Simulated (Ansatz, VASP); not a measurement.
# CaO in VASP and in Ansatz

Contents of INCAR:

```
SYSTEM = CaO
PREC     = Accurate       ! precision mode
ENCUT    = 520            ! plane-wave cutoff, eV
EDIFF    = 1E-7           ! SCF threshold, eV
ISMEAR   = -1             ! smearing method
SIGMA    = 0.02           ! smearing width, eV
LREAL    = .FALSE.        ! projectors in reciprocal space
LASPH    = .TRUE.         ! aspherical terms in the spheres
NELM     = 80             ! most SCF steps
ALGO     = Normal         ! electronic algorithm
ISIF     = 2              ! what is computed and relaxed
LWAVE    = .FALSE.        ! write WAVECAR
LCHARG   = .FALSE.        ! write CHGCAR
GGA      = PE             ! functional
NBANDS   = 15             ! bands
```

KPOINTS

```
regular mesh
0
G
  10 10 10
  0 0 0
```

File POSCAR:

```
CaO
1.0
    0.0000000000      2.3016481058      2.3016481058
    2.3016481058      0.0000000000      2.3016481058
    2.3016481058      2.3016481058      0.0000000000
Ca O
1 1
Direct
    0.0000000000      0.0000000000      0.0000000000
    0.5000000000      0.5000000000      0.5000000000
```

Input for Ansatz:

```yaml
crystal:
  lattice:
    - [0.0, 2.3016481058, 2.3016481058]
    - [2.3016481058, 0.0, 2.3016481058]
    - [2.3016481058, 2.3016481058, 0.0]
  atoms:
    - { symbol: Ca, position: [0.0, 0.0, 0.0] }
    - { symbol: O, position: [0.5, 0.5, 0.5] }
kpoints:
  mp_grid: { grid: [10, 10, 10] }
  band_path:
    path:
      - [0.0, 0.0, 0.0]
      - [0.5, 0.0, 0.5]
      - [0.625, 0.25, 0.625]
      - [0.375, 0.375, 0.75]
      - [0.5, 0.5, 0.5]
      - [0.5, 0.25, 0.75]
      - [0.0, 0.5, 0.5]
    npoints: 1
hamiltonian:
  xc: pbe
scf:
  occupations: { method: fermi_dirac, width: 0.02 }
  n_extra_bands: 4
output:
  forces: true
  stress: true
  eigenvalues: true
  write_density: true
  write_potential: true
  elf: true
  volumetric_format: npy
```

Change from the starting cell: hydrostatic strain -4.0%.

Alike in both runs: task single point; functional PBE; k mesh 10 × 10 × 10; occupations fermi-dirac, width 0.02 eV; no spin polarisation.

|  | VASP | Ansatz |
| --- | --- | --- |
| version | VASP 6.6.1 | Ansatz 0.2.0 |
| potentials or method | VASP PAW PBE potentials, release 64 (Ca_sv, O) | plane waves, PAW |
| plane-wave cutoff (eV) | 520 | 420 |
| valence electrons in the cell | 16 | 16 |

Ansatz gave:

| Quantity | Value |
| --- | --- |
| gap on the k mesh at the Fermi level (eV) | 3.58 |
| pressure (GPa) | 20.9 |

Task: What did VASP give for the same quantities?

Result: gap on the k mesh at the Fermi level (eV): 3.55; pressure (GPa): 22.0.

The functional is the same, so the differences come from potentials, cutoffs and numerics.
